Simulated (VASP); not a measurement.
Write the native input for VASP 6.6.1 that does the following.

- Task: single point
- Functional: PBE
- Potentials or basis: VASP PAW PBE potentials, release 64 (Al, Au)
- Cutoff: 520 eV
- k mesh: 12 × 12 × 12
- Occupations: gaussian, width 0.1 eV
- Spin: no spin polarisation
- Dipole correction: no
- Further INCAR settings: ALGO = Normal; EDIFF = 1e-06; NBANDS = 16

The structure of Al2Au lies in POSCAR:

```
Al2Au
1.0
    0.0000000000      2.8776300000      2.9676300000
    2.9676300000      0.0000000000      2.9676300000
    2.9676300000      2.8776300000      0.0000000000
Al Au
2 1
Direct
    0.2464644661      0.2535355339      0.2464644661
    0.7464644661      0.7535355339      0.7464644661
    0.0070710678     -0.0070710678      0.0070710678
```

This cell differs from its parent crystal: strained and its atoms moved.

The input as run:

INCAR

```
SYSTEM = Al2Au
  ALGO = Normal
  EDIFF = 1E-6
  ENCUT = 520
  GGA = PE
  ISIF = 2
  ISMEAR = 0
  LASPH = .True.
  LCHARG = .False.
  LREAL = .False.
  LWAVE = .False.
  NBANDS = 16
  NELM = 60
  PREC = Accurate
  SIGMA = 0.1
```

KPOINTS

```
k-points
0
Gamma
  12 12 12
  0 0 0
```

Potentials or basis: VASP PAW PBE potentials, release 64 (Al, Au).

Run with:

```bash
$ cat potpaw_PBE.64/Al/POTCAR potpaw_PBE.64/Au/POTCAR > POTCAR
$ mpirun -np 1 vasp_std > vasp.out
```

Results of the run:

The pressure is 12.1 GPa. The largest force is 0.640 eV/Å and the band gap on the k mesh is zero (an odd number of electrons rules out a gap without spin polarisation).

Caveat: the cell differs from its parent crystal (strained and its atoms moved); the cell stands under pressure; spin-orbit coupling is left out, which moves the levels of the heavy elements.

It took 120 s on 1 thread of AMD EPYC 7R43 64-Core Processor (Zen 3), on a shared host, peak memory 0.24 GiB.
